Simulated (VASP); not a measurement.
Runs of VASP 6.6.1 on CuO. The structure is that of space group Cccm (No. 66), or close to it. The cells are those of the table. 

| task | level | potentials or basis | U | cell | k mesh | cutoff (eV) | grid for exact exchange (PRECFOCK) | share of exact exchange | gap on the mesh (eV) | pressure (GPa) | relaxed volume (Å³/atom) |
| --- | --- | --- | --- | --- | --- | --- | --- | --- | --- | --- | --- |
| relaxation of cell and atoms | PBEsol+D3(BJ) | VASP PAW PBE potentials, release 64 (Cu, O) | - | relaxed from a = 2.933, b = 2.933, c = 5.156 Å, angles 90.0, 90.0, 94.5°, 4 atoms | 9 × 9 × 5 | 600 | - | - | none | 0.0 | (b) |
| relaxation of cell and atoms | PBEsol+U | VASP PAW PBE potentials, release 64 (Cu, O) | Cu d U = 5.0 eV | relaxed from a = 2.933, b = 2.933, c = 5.156 Å, angles 90.0, 90.0, 94.5°, 4 atoms | 9 × 9 × 5 | 600 | - | - | none | 0.0 | 10.42 |
| single point | PBEsol | VASP PAW PBE potentials, release 64 (Cu_sv_GW, O) | - | a = 2.873, b = 2.873, c = 5.051 Å, angles 90.0, 90.0, 94.5°, 4 atoms | 9 × 9 × 5 | 820 | - | - | none | 3.6 | - |
| single point | LDA+U | VASP PAW LDA potentials, release 64 (Cu, O) | Cu d U = 4.5 eV | a = 2.933, b = 2.933, c = 5.156 Å, angles 90.0, 90.0, 94.5°, 4 atoms | 9 × 9 × 5 | 520 | - | - | none | -13.9 | - |
| single point | PBE0 | VASP PAW PBE potentials, release 64 (Cu, O) | - | a = 2.933, b = 2.933, c = 5.156 Å, angles 90.0, 90.0, 94.5°, 4 atoms | 5 × 5 × 3 | 520 | Normal | 0.25 | none | (a) | - |

Alike in all rows: no spin polarisation; smearing fermi-dirac 0.05 eV.

Task: Estimate the missing entries.

Result: (a) -3.1; (b) 10.47.

Caveats: some runs use coarse meshes; the PAW data sets were made with another functional, which shifts forces and pressure a little (at least some runs); semilocal functionals often make such compounds metallic where correlation or magnetic order opens a gap, which also shifts bond lengths (at least some runs); U without spin polarisation on a metal has little footing (at least some runs); the cell stands under pressure (at least some runs); the stress differs along the axes, from -17 to -12 GPa (at least some runs).

A gap of «none» marks levels without a gap at the run's occupations.

The runs don't all hold the same shells in valence.
